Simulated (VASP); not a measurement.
Input of a VASP 6.6.1 run:

File INCAR:

```
SYSTEM = Ti
PREC     = Accurate       ! precision mode
ENCUT    = 600            ! plane-wave cutoff, eV
EDIFF    = 1E-6           ! SCF threshold, eV
ISMEAR   = 0              ! smearing method
SIGMA    = 0.1            ! smearing width, eV
LREAL    = .False.        ! projectors in reciprocal space
LASPH    = .True.         ! aspherical terms in the spheres
NELM     = 100            ! most SCF steps
ALGO     = Fast           ! electronic algorithm
ISIF     = 4              ! what is computed and relaxed
LWAVE    = .False.        ! write WAVECAR
LCHARG   = .False.        ! write CHGCAR
GGA      = PE             ! functional
IBRION   = 2              ! ionic algorithm
NSW      = 50             ! ionic steps
EDIFFG   = -0.01          ! ionic threshold
```

KPOINTS

```
Automatic mesh
0
Gamma
  12 12 16
  0 0 0
```

File POSCAR:

```
Ti
1.0
    4.4338266972      0.0000000000      0.0000000000
   -2.2169133486      3.8398065558      0.0000000000
    0.0000000000      0.0000000000      2.7489070586
Ti
3
Direct
    0.0000000000      0.0000000000      0.0000000000
    0.3333333333      0.6666666667      0.5000000000
    0.6666666667      0.3333333333      0.5000000000
```

Potentials or basis: VASP PAW PBE potentials, release 64 (Ti_sv).

The run is started by

```bash
$ cat potpaw_PBE.64/Ti_sv/POTCAR > POTCAR
$ mpirun -np 1 vasp_std > vasp.out
```

(1) Predict the band gap on the k mesh.

Answers

(1) zero (bands 18 and 19 overlap by 0.42 eV).
